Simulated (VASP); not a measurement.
Here is a VASP 6.6.1 calculation.

Contents of INCAR:

```
SYSTEM = H10SO4
  PREC = Accurate
  ENCUT = 520
  EDIFF = 1E-6
  ISMEAR = -1
  SIGMA = 0.05
  LREAL = Auto
  LASPH = .True.
  NELM = 100
  ALGO = Normal
  ISIF = 2
  LWAVE = .False.
  LCHARG = .False.
  GGA = PE
  NBANDS = 33
```

Contents of KPOINTS:

```
Automatic mesh
0
Gamma
  1 1 1
  0 0 0
```

The input POSCAR:

```
H10SO4
1.0
    5.4513620000      0.0000000000      0.0000000000
    0.0000000000      5.4513620000      0.0000000000
    0.0000000000      0.0000000000      5.4513620000
O H S
4 10 1
Direct
    0.8145120430      0.3854266145      0.7334497324
    0.1588226942      0.0807688060      0.0298640963
    0.7770168263      0.8524842049      0.2078746559
    0.5439924922      0.8260687879      0.7517570838
    0.9654101122      0.4204637300      0.6346670795
    0.8608490869      0.2855983514      0.8826601499
    0.2723906429      0.2126074181      0.0986542446
    0.2664288301     -0.0129692359     -0.0768982137
    0.7060987694      0.8270777101      0.0482081359
    0.9269059732      0.9418563654      0.1854765837
    0.6432887781      0.9412143241      0.6589545879
    0.6332179004      0.6658152586      0.7469326014
    0.3583691562      0.6839391697      0.4384959208
    0.0312032112      0.6289987713      0.2525057041
    0.2158910012      0.4973619437      0.3570850734
```

Potentials or basis: VASP PAW PBE potentials, release 64 (O, H, S).

The run is started by

```sh
$ cat potpaw_PBE.64/O/POTCAR potpaw_PBE.64/H/POTCAR potpaw_PBE.64/S/POTCAR > POTCAR
$ mpirun -np 1 vasp_gam > vasp.out
```

**Question.** Estimate the largest force.

**Answer.** 1.875 eV/Å.

**Question.** Estimate the band gap on the k mesh.

**Answer.** 4.50 eV.

**Question.** Estimate the pressure.

**Answer.** 1.7 GPa.

Forces in eV/Å, atoms in the order of the input:
```
O   -0.186 -0.519  1.085
O    1.045  1.278  0.476
O   -0.709 -0.846  1.516
O   -0.153 -0.327  0.254
H   -0.157 -0.287  0.403
H    0.181  0.880 -1.435
H   -1.066 -0.832 -0.336
H    0.287 -0.516 -0.341
H   -0.367  0.151 -0.699
H    0.928  0.803 -0.546
H    0.100  0.134 -0.303
H   -0.057 -0.013 -0.221
H   -0.238  0.083 -0.118
H   -0.102  0.234  0.099
S    0.494 -0.223  0.164
```

Caveat: the k points lie up to 1.15 Å⁻¹ apart.
